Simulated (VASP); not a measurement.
# Na2S (Fm-3m) in VASP: further runs

Runs on Na2S. Level: r2SCAN. Tasks: single point.

Program: VASP 6.6.1. These are calculated values, not measurements. Logs are shortened: lines on timing, memory, paths and dates and some standing lists are left out, and cuts for length are marked.

## 1. The cell of the first run

The structure is cubic, space group Fm-3m (No. 225). Conventional cell: a = 6.575 Å, b = 6.575 Å, c = 6.575 Å, α = 90.00°, β = 90.00°, γ = 90.00°. Within 3.8 Å of S (site symmetry m-3m) lie 8 Na at 2.85 Å. Na (site symmetry -43m) has 4 S at 2.85 Å and 6 Na at 3.29 Å within 3.8 Å.

## 2. Single point, r2SCAN (volume changed by +3%)

The input, POSCAR:

```
Na2S
1.0
    0.0000000000      3.2876665622      3.2876665622
    3.2876665622      0.0000000000      3.2876665622
    3.2876665622      3.2876665622      0.0000000000
S Na
1 2
Direct
    0.0000000000      0.0000000000      0.0000000000
    0.2500000000      0.2500000000      0.2500000000
    0.7500000000      0.7500000000      0.7500000000
```

The input, INCAR.step1:

```
PREC = Accurate
ENCUT = 550
ISMEAR = 0
SIGMA = 0.01
LREAL = False
LASPH = True
NELM = 120
NBANDS = 17
GGA = PE
ALGO = Normal
EDIFF = 1E-5
LWAVE = True
LCHARG = False
GGA_COMPAT = False
```

The input, INCAR.step2:

```
PREC = Accurate
ENCUT = 550
EDIFF = 1E-6
ISMEAR = 0
SIGMA = 0.01
LREAL = False
LASPH = True
NELM = 120
ALGO = Normal
ISIF = 2
LWAVE = False
LCHARG = True
METAGGA = R2SCAN
LMIXTAU = True
LELF = True
LVHAR = True
NBANDS = 17
ISTART = 1
GGA_COMPAT = False
```

The input, KPOINTS:

```
regular mesh
0
Gamma
  6 6 6
```

Potentials or basis: VASP PAW PBE potentials, release 64 (S, Na_pv).

The run is started by

```bash
> cat potpaw_PBE.64/S/POTCAR potpaw_PBE.64/Na_pv/POTCAR > POTCAR
> cp INCAR.step1 INCAR
> mpirun -np 1 vasp_std > vasp.out
> cp INCAR.step2 INCAR
> mpirun -np 1 vasp_std > vasp.out
```

OUTCAR:

```text
PREC = Accurate
   ENCUT = 550
   EDIFF = 1E-6
   ISMEAR = 0
   LREAL = False
   LASPH = True
   NELM = 120
   ISIF = 2
   METAGGA = R2SCAN
   ISTART = 1

 ion  position               nearest neighbor table
   1  0.000  0.000  0.000-
   2  0.250  0.250  0.250-
   3  0.750  0.750  0.750-

  LATTYP: Found a face centered cubic cell.
 ALAT       =     6.5753331244

  Lattice vectors:

 A1 = (   0.0000000000,   3.2876665622,   3.2876665622)
 A2 = (   3.2876665622,   0.0000000000,   3.2876665622)
 A3 = (   3.2876665622,   3.2876665622,   0.0000000000)

Analysis of symmetry for initial positions (statically):
=====================================================================
 Subroutine PRICEL returns:
 Original cell was already a primitive cell.

 Routine SETGRP: Setting up the symmetry group for a
 face centered cubic supercell.

 Subroutine GETGRP returns: Found 48 space group operations
 (whereof 48 operations were pure point group operations)
 out of a pool of 48 trial point group operations.

The static configuration has the point symmetry O_h .

Analysis of symmetry for dynamics (positions and initial velocities):
=====================================================================
 Subroutine PRICEL returns:
 Original cell was already a primitive cell.

 Routine SETGRP: Setting up the symmetry group for a
 face centered cubic supercell.

 Subroutine GETGRP returns: Found 48 space group operations
 (whereof 48 operations were pure point group operations)
 out of a pool of 48 trial point group operations.

The dynamic configuration has the point symmetry O_h .

 Subroutine INISYM returns: Found 48 space group operations
 (whereof 48 operations are pure point group operations),
 and found     1 'primitive' translations

----------------------------------------------------------------------------------------

                                     Primitive cell

  volume of cell :      71.0711

  direct lattice vectors                    reciprocal lattice vectors
     0.000000000  3.287666562  3.287666562    -0.152083549  0.152083549  0.152083549
     3.287666562  0.000000000  3.287666562     0.152083549 -0.152083549  0.152083549
     3.287666562  3.287666562  0.000000000     0.152083549  0.152083549 -0.152083549

  length of vectors
     4.649462641  4.649462641  4.649462641     0.263416435  0.263416435  0.263416435

  position of ions in fractional coordinates (direct lattice)
     0.000000000  0.000000000  0.000000000
     0.250000000  0.250000000  0.250000000
     0.750000000  0.750000000  0.750000000

  ion indices of the primitive-cell ions
   primitive index   ion index
                 1           1
                 2           2
                 3           3

----------------------------------------------------------------------------------------

 KPOINTS: regular mesh

Automatic generation of k-mesh.
 Grid dimensions read from file:
 generate k-points for:    6    6    6

 Generating k-lattice:

  Cartesian coordinates                     Fractional coordinates (reciprocal lattice)
    -0.025347258  0.025347258  0.025347258     0.166666667  0.000000000  0.000000000
     0.025347258 -0.025347258  0.025347258     0.000000000  0.166666667  0.000000000
     0.025347258  0.025347258 -0.025347258     0.000000000  0.000000000  0.166666667

  Length of vectors
     0.043902739  0.043902739  0.043902739

  Shift w.r.t. Gamma in fractional coordinates (k-lattice)
     0.000000000  0.000000000  0.000000000

 Subroutine IBZKPT returns following result:
 ===========================================

 Found     16 irreducible k-points:

 Following reciprocal coordinates:
            Coordinates               Weight
  0.000000  0.000000  0.000000      1.000000
  0.166667  0.000000  0.000000      8.000000
  0.333333  0.000000  0.000000      8.000000
  0.500000  0.000000  0.000000      4.000000
  0.166667  0.166667  0.000000      6.000000
  0.333333  0.166667  0.000000     24.000000
[... 8 lines left out ...]
 -0.333333  0.333333  0.166667     24.000000
 -0.333333  0.500000  0.166667     12.000000
   k-points           NKPTS =     16   k-points in BZ     NKDIM =     16   number of bands    NBANDS=     17
   number of dos      NEDOS =    301   number of ions     NIONS =      3
   total plane-waves  NPLWV =  46656
   dimension x,y,z NGX =    36 NGY =   36 NGZ =   36
   dimension x,y,z NGXF=    72 NGYF=   72 NGZF=   72
   ions per type =               1   2
   NGX,Y,Z   is equivalent  to a cutoff of  12.87, 12.87, 12.87 a.u.
   NGXF,Y,Z  is equivalent  to a cutoff of  25.74, 25.74, 25.74 a.u.
 SYSTEM =  unknown system
   PREC   = accura    normal or accurate (medium, high low for compatibility)
   ISTART =      1    job   : 0-new  1-cont  2-samecut
   ICHARG =      0    charge: 1-file 2-atom 10-const
   ISPIN  =      1    spin polarized calculation?
   LNONCOLLINEAR =      F non collinear calculations
   LSORBIT =      F    spin-orbit coupling
   LASPH  =      T    aspherical Exc in radial PAW
   ENCUT  =  550.0 eV  40.42 Ry    6.36 a.u.   8.89  8.89  8.89*2*pi/ulx,y,z
   NELM   =    120;   NELMIN=  2; NELMDL=  0     # of ELM steps
   EDIFF  = 0.1E-05   stopping-criterion for ELM
   LREAL  =      F    real-space projection
   EDIFFG = 0.1E-04   stopping-criterion for IOM
   NSW    =      0    number of steps for IOM
   IBRION =     -1    ionic relax: 0-MD 1-quasi-New 2-CG
   NFREE  =      0    steps in history (QN), initial steepest desc. (CG)
   ISIF   =      2    stress and relaxation
   ISYM   =      2    0-nonsym 1-usesym 2-fastsym
   POTIM  = 0.5000    time-step for ionic-motion
   TEBEG  =    0.0;   TEEND  =   0.0 temperature during run
   PSTRESS=    0.0 pullay stress
   NELECT =      20.0000    total number of electrons
   NUPDOWN=      -1.0000    fix difference up-down
   EMIN   =  10.00;   EMAX   =-10.00  energy-range for DOS
   EFERMI =   0.00;   METHOD = LEGACY
   ISMEAR =     0;   SIGMA  =   0.01  broadening in eV -4-tet -1-fermi 0-gaus
   EFERMI_NEDOS =   21; number of points for ismear=-14 and -15
   IALGO  =     38    algorithm
   IMIX   =      4    mixing-type and parameters
     AMIX     =   0.40;   BMIX     =  1.00
     AMIX_MAG =   1.60;   BMIX_MAG =  1.00
  volume/ion in A,a.u.               =      23.69       159.87
  Fermi-wavevector in a.u.,A,eV,Ry     =   1.072804  2.027306 15.659061  1.150909
  Thomas-Fermi vector in A             =   2.208585
   LORBIT       =      0    0 simple, 1 ext, 2 COOP (PROOUT), +10 PAW based schemes
   METAGGA = R2SCAN    functional components
   LHFCALC =     F    Hartree Fock is set to
   AEXX    =    0.0000 exact exchange contribution
   IVDW    =     0    specifies the selected vdW correction
   LEPSILON=     F    determine dielectric tensor
   LRPA    =     F    only Hartree local field effects (RPA)
 non-spin polarized calculation
 Gauss-broadening in eV      SIGMA  =   0.01
  energy-cutoff  :      550.00
  volume of cell :       71.07
 maximum number of plane-waves:      2100
   NGX = 17   NGY = 17   NGZ = 17

 number of electron      19.9999997 magnetization

 Free energy of the ion-electron system (eV)
  ---------------------------------------------------
  ext. energy  EPLUGINS =         0.00000000
  ---------------------------------------------------
  free energy    TOTEN  =       -18.95951406 eV

  energy without entropy =      -18.95951406  energy(sigma->0) =      -18.95951406

 E-fermi :  -0.0670     XC(G=0):  -8.1988

 val. band max:       -0.1944539535   @ k =   0.0000   0.0000   0.0000
 cond. band min:       2.8151884655   @ k =   0.0000   0.0000   0.0000
 fundamental gap:      3.0096424190
 Fermi energy:        -0.0669776799

 k-point     1 :       0.0000    0.0000    0.0000
  band No.  band energies     occupation
      1     -23.2860      2.00000
      2     -23.2860      2.00000
      3     -23.2860      2.00000
      4     -23.2388      2.00000
      5     -23.2388      2.00000
      6     -23.2388      2.00000
[... 9 lines left out ...]
     16       9.5970      0.00000
     17      11.5703      0.00000

 k-point     2 :       0.1667    0.0000    0.0000
  band No.  band energies     occupation
      1     -23.2840      2.00000
      2     -23.2831      2.00000
      3     -23.2831      2.00000
      4     -23.2436      2.00000
      5     -23.2421      2.00000
      6     -23.2421      2.00000
[... 9 lines left out ...]
     16       9.1872      0.00000
     17      10.9168      0.00000

 k-point     3 :       0.3333    0.0000    0.0000
  band No.  band energies     occupation
      1     -23.2782      2.00000
      2     -23.2749      2.00000
      3     -23.2749      2.00000
      4     -23.2551      2.00000
      5     -23.2512      2.00000
      6     -23.2512      2.00000
[... 9 lines left out ...]
     16      10.1513      0.00000
     17      10.8298      0.00000

 k-point     4 :       0.5000    0.0000    0.0000
  band No.  band energies     occupation
      1     -23.2708      2.00000
      2     -23.2654      2.00000
      3     -23.2641      2.00000
      4     -23.2641      2.00000
      5     -23.2624      2.00000
      6     -23.2623      2.00000
[... 9 lines left out ...]
     16      11.7728      0.00000
     17      11.8277      0.00000
[... 183 lines left out ...]
      1     -23.2974      2.00000
      2     -23.2889      2.00000
      3     -23.2780      2.00000
      4     -23.2503      2.00000
      5     -23.2430      2.00000
      6     -23.2323      2.00000
[... 9 lines left out ...]
     16      11.5124      0.00000
     17      12.4802      0.00000

 k-point    15 :      -0.3333    0.3333    0.1667
  band No.  band energies     occupation
      1     -23.3003      2.00000
      2     -23.2954      2.00000
      3     -23.2645      2.00000
      4     -23.2644      2.00000
      5     -23.2343      2.00000
      6     -23.2334      2.00000
[... 9 lines left out ...]
     16      11.0381      0.00000
     17      12.4390      0.00000

 k-point    16 :      -0.3333    0.5000    0.1667
  band No.  band energies     occupation
      1     -23.3072      2.00000
      2     -23.2989      2.00000
      3     -23.2803      2.00000
      4     -23.2483      2.00000
      5     -23.2308      2.00000
      6     -23.2278      2.00000
[... 9 lines left out ...]
     16      11.6328      0.00000
     17      12.2995      0.00000

------------------------ aborting loop because EDIFF is reached ----------------------------------------

  FORCE on cell =-STRESS in cart. coord.  units (eV):
  Direction    XX          YY          ZZ          XY          YZ          ZX
  --------------------------------------------------------------------------------------
  -------------------------------------------------------------------------------------
  Total       -0.4412166     -0.4412166     -0.4412166      0.0000000      0.0000000     -0.0000000
  in kB       -9.9464742     -9.9464742     -9.9464742      0.0000000      0.0000000     -0.0000000
  external PRESSURE =      -9.9464742 kB  Pullay stress =       0.0000000 kB

 VOLUME and BASIS-vectors are now :
 -----------------------------------------------------------------------------
  energy-cutoff  :      550.00
  volume of cell :       71.07
      direct lattice vectors                 reciprocal lattice vectors
     0.000000000  3.287666562  3.287666562    -0.152083549  0.152083549  0.152083549
     3.287666562  0.000000000  3.287666562     0.152083549 -0.152083549  0.152083549
     3.287666562  3.287666562  0.000000000     0.152083549  0.152083549 -0.152083549

 POSITION                                       TOTAL-FORCE (eV/Angst)
 -----------------------------------------------------------------------------------
      0.00000      0.00000      0.00000         0.000000     -0.000000     -0.000000
      1.64383      1.64383      1.64383        -0.000000     -0.000000      0.000000
      4.93150      4.93150      4.93150         0.000000      0.000000      0.000000
 -----------------------------------------------------------------------------------
    total drift:                                0.000000      0.000000      0.000000

  FREE ENERGIE OF THE ION-ELECTRON SYSTEM (eV)
  ---------------------------------------------------
  free  energy   TOTEN  =       -18.9595140564 eV

  energy  without entropy=      -18.9595140564  energy(sigma->0) =      -18.95951406
```

It took 36 s on 1 thread of Intel Xeon 6975P-C (Granite Rapids), shared host; peak memory 0.2 GiB.

What came out:

```yaml
Free_energy: -18.9595 eV
Pressure: -1.0 GPa
Band_gap_on_the_k_mesh: 3.01 eV, direct
```

Levels at points of the mesh, in eV from the valence-band top:
```tsv
k point	band 8	band 9	band 10	band 11	band 12	band 13
(0.00, 0.00, 0.00)	0.00	0.00	0.00	3.01	8.36	8.36
(0.50, 0.00, 0.00)	-1.58	-0.12	-0.12	5.44	6.86	7.62
(0.50, 0.50, 0.00)	-1.40	-0.44	-0.44	4.18	6.68	9.19
```

Caveat: the PAW data sets were made with another functional, which shifts forces and pressure a little.

## 3. Single point, r2SCAN (volume changed by +6%)

The input, POSCAR:

```
Na2S
1.0
    0.0000000000      3.3192806801      3.3192806801
    3.3192806801      0.0000000000      3.3192806801
    3.3192806801      3.3192806801      0.0000000000
S Na
1 2
Direct
    0.0000000000      0.0000000000      0.0000000000
    0.2500000000      0.2500000000      0.2500000000
    0.7500000000      0.7500000000      0.7500000000
```

The input, INCAR.step1:

```
SYSTEM = Na2S
ALGO = Normal ; EDIFF = 1E-5
ENCUT = 550 ; GGA = PE
GGA_COMPAT = .FALSE. ; ISMEAR = 0
LASPH = .TRUE. ; LCHARG = .FALSE.
LREAL = .FALSE. ; LWAVE = .TRUE.
NBANDS = 17 ; NELM = 120
PREC = Accurate ; SIGMA = 0.01
```

The input, INCAR.step2:

```
SYSTEM = Na2S
ALGO = Normal ; EDIFF = 1E-6
ENCUT = 550 ; GGA_COMPAT = .FALSE.
ISIF = 2 ; ISMEAR = 0
ISTART = 1 ; LASPH = .TRUE.
LCHARG = .FALSE. ; LMIXTAU = .TRUE.
LREAL = .FALSE. ; LWAVE = .FALSE.
METAGGA = R2SCAN ; NBANDS = 17
NELM = 120 ; PREC = Accurate
SIGMA = 0.01
```

The input, KPOINTS:

```
k-points
0
G
  6 6 6
  0 0 0
```

Potentials or basis: VASP PAW PBE potentials, release 64 (S, Na_pv).

The run is started by

```bash
> cat potpaw_PBE.64/S/POTCAR potpaw_PBE.64/Na_pv/POTCAR > POTCAR
> cp INCAR.step1 INCAR
> mpirun -np 1 vasp_std > vasp.out
> cp INCAR.step2 INCAR
> mpirun -np 1 vasp_std > vasp.out
```

OUTCAR:

```text
SYSTEM = Na2S
   EDIFF = 1E-6
   ENCUT = 550
   ISIF = 2
   ISMEAR = 0
   ISTART = 1
   LASPH = .TRUE.
   LREAL = .FALSE.
   METAGGA = R2SCAN
   NELM = 120
   PREC = Accurate

 ion  position               nearest neighbor table
   1  0.000  0.000  0.000-
   2  0.250  0.250  0.250-
   3  0.750  0.750  0.750-

  LATTYP: Found a face centered cubic cell.
 ALAT       =     6.6385613602

  Lattice vectors:

 A1 = (   0.0000000000,   3.3192806801,   3.3192806801)
 A2 = (   3.3192806801,   0.0000000000,   3.3192806801)
 A3 = (   3.3192806801,   3.3192806801,   0.0000000000)

Analysis of symmetry for initial positions (statically):
=====================================================================
 Subroutine PRICEL returns:
 Original cell was already a primitive cell.

 Routine SETGRP: Setting up the symmetry group for a
 face centered cubic supercell.

 Subroutine GETGRP returns: Found 48 space group operations
 (whereof 48 operations were pure point group operations)
 out of a pool of 48 trial point group operations.

The static configuration has the point symmetry O_h .
[... 151 lines left out ...]

  energy without entropy =      -18.94091903  energy(sigma->0) =      -18.94091903

 E-fermi :  -0.1919     XC(G=0):  -8.0827

 val. band max:       -0.3070417531   @ k =   0.0000   0.0000   0.0000
 cond. band min:       2.6053374273   @ k =   0.0000   0.0000   0.0000
 fundamental gap:      2.9123791804
 Fermi energy:        -0.1919462199

 k-point     1 :       0.0000    0.0000    0.0000
  band No.  band energies     occupation
      1     -23.4668      2.00000
      2     -23.4668      2.00000
      3     -23.4668      2.00000
      4     -23.4238      2.00000
      5     -23.4238      2.00000
      6     -23.4238      2.00000
[... 297 lines left out ...]
      4     -23.4325      2.00000
      5     -23.4167      2.00000
      6     -23.4139      2.00000
[... 9 lines left out ...]
     16      11.3526      0.00000
     17      11.9922      0.00000

------------------------ aborting loop because EDIFF is reached ----------------------------------------

  FORCE on cell =-STRESS in cart. coord.  units (eV):
  Direction    XX          YY          ZZ          XY          YZ          ZX
  --------------------------------------------------------------------------------------
  -------------------------------------------------------------------------------------
  Total       -0.7982773     -0.7982773     -0.7982773      0.0000000      0.0000000     -0.0000000
  in kB      -17.4864814    -17.4864814    -17.4864814      0.0000000      0.0000000     -0.0000000
  external PRESSURE =     -17.4864814 kB  Pullay stress =       0.0000000 kB

 VOLUME and BASIS-vectors are now :
 -----------------------------------------------------------------------------
  energy-cutoff  :      550.00
  volume of cell :       73.14
      direct lattice vectors                 reciprocal lattice vectors
     0.000000000  3.319280680  3.319280680    -0.150635047  0.150635047  0.150635047
     3.319280680  0.000000000  3.319280680     0.150635047 -0.150635047  0.150635047
     3.319280680  3.319280680  0.000000000     0.150635047  0.150635047 -0.150635047

 POSITION                                       TOTAL-FORCE (eV/Angst)
 -----------------------------------------------------------------------------------
      0.00000      0.00000      0.00000        -0.000000     -0.000000     -0.000000
      1.65964      1.65964      1.65964         0.000000      0.000000      0.000000
      4.97892      4.97892      4.97892        -0.000000     -0.000000     -0.000000
 -----------------------------------------------------------------------------------
    total drift:                                0.000000      0.000000      0.000000

  FREE ENERGIE OF THE ION-ELECTRON SYSTEM (eV)
  ---------------------------------------------------
  free  energy   TOTEN  =       -18.9409190270 eV

  energy  without entropy=      -18.9409190270  energy(sigma->0) =      -18.94091903
```

OUTCAR.step1:

```text
SYSTEM = Na2S
   EDIFF = 1E-5
   ENCUT = 550
   GGA = PE
   ISMEAR = 0
   LASPH = .TRUE.
   LREAL = .FALSE.
   NELM = 120
[... 531 lines left out ...]
      0.00000      0.00000      0.00000        -0.000000     -0.000000     -0.000000
      1.65964      1.65964      1.65964         0.000000      0.000000      0.000000
      4.97892      4.97892      4.97892        -0.000000     -0.000000     -0.000000
 -----------------------------------------------------------------------------------
    total drift:                                0.000000      0.000000      0.000000

  FREE ENERGIE OF THE ION-ELECTRON SYSTEM (eV)
  ---------------------------------------------------
  free  energy   TOTEN  =        -9.9705473985 eV

  energy  without entropy=       -9.9705473985  energy(sigma->0) =       -9.97054740
```

Run time: 35 s. Hardware: 1 thread of Intel Xeon 6975P-C (Granite Rapids), shared host; peak memory 0.2 GiB.

What came out:

```yaml
Free_energy: -18.9409 eV
Pressure: -1.7 GPa
Band_gap_on_the_k_mesh: 2.91 eV, direct
```

Caveat: the PAW data sets were made with another functional, which shifts forces and pressure a little.

[end of part 1 of 2]
